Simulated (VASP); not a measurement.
Runs of VASP 6.6.1 on WC. The structure is that of space group P-6m2 (No. 187), or close to it. The cells are those of the table. 

```tsv
potentials or basis	cell	cutoff (eV)	gap on the mesh (eV)	pressure (GPa)
VASP PAW PBE potentials, release 64 (W_sv, C)	a = 2.667, b = 2.667, c = 2.941 Å, angles 90.0, 90.0, 120.0°, 2 atoms	520	none	68.9
VASP PAW PBE potentials, release 64 (W_sv, C)	a = 2.667, b = 2.667, c = 2.601 Å, angles 90.0, 90.0, 120.0°, 2 atoms	520	none	176.1
VASP PAW PBE potentials, release 64 (W_sv, C_h)	a = 3.130, b = 3.130, c = 2.601 Å, angles 90.0, 90.0, 120.0°, 2 atoms	1300	none	-10.4
VASP PAW PBE potentials, release 64 (W_sv, C)	a = 2.667, b = 2.667, c = 3.054 Å, angles 90.0, 90.0, 120.0°, 2 atoms	520	none	46.5
VASP PAW PBE potentials, release 64 (W_sv, C)	a = 2.667, b = 2.667, c = 2.715 Å, angles 90.0, 90.0, 120.0°, 2 atoms	520	none	132.0
VASP PAW PBE potentials, release 64 (W_sv, C)	a = 2.667, b = 2.667, c = 2.828 Å, angles 90.0, 90.0, 120.0°, 2 atoms	520	none	(a)
VASP PAW PBE potentials, release 64 (W_sv, C_h)	a = 2.898, b = 2.898, c = 2.715 Å, angles 90.0, 90.0, 120.0°, 2 atoms	1300	none	22.3
VASP PAW PBE potentials, release 64 (W_sv, C)	a = 2.898, b = 2.898, c = 2.601 Å, angles 90.0, 90.0, 120.0°, 2 atoms	520	none	(b)
```

Alike in all rows: task single point; level PBEsol; no spin polarisation; k mesh 24 × 24 × 22; smearing gaussian 0.15 eV.

Task: Fill in the values left out.

Result: (a) 96.9; (b) 49.8.

Caveats: the PAW data sets were made with another functional, which shifts forces and pressure a little; spin-orbit coupling is left out, which moves the levels of the heavy elements; the stress differs along the axes, from 2 to 102 GPa (at least some runs); the stress differs along the axes, from 168 to 193 GPa (at least some runs); the stress differs along the axes, from -44 to 57 GPa (at least some runs); the stress differs along the axes, from -35 to 87 GPa (at least some runs); the stress differs along the axes, from 113 to 142 GPa (at least some runs).

A k mesh can miss the band edges, and the runs leave out spin-orbit coupling on W.

A gap of «none» marks levels without a gap at the run's occupations.
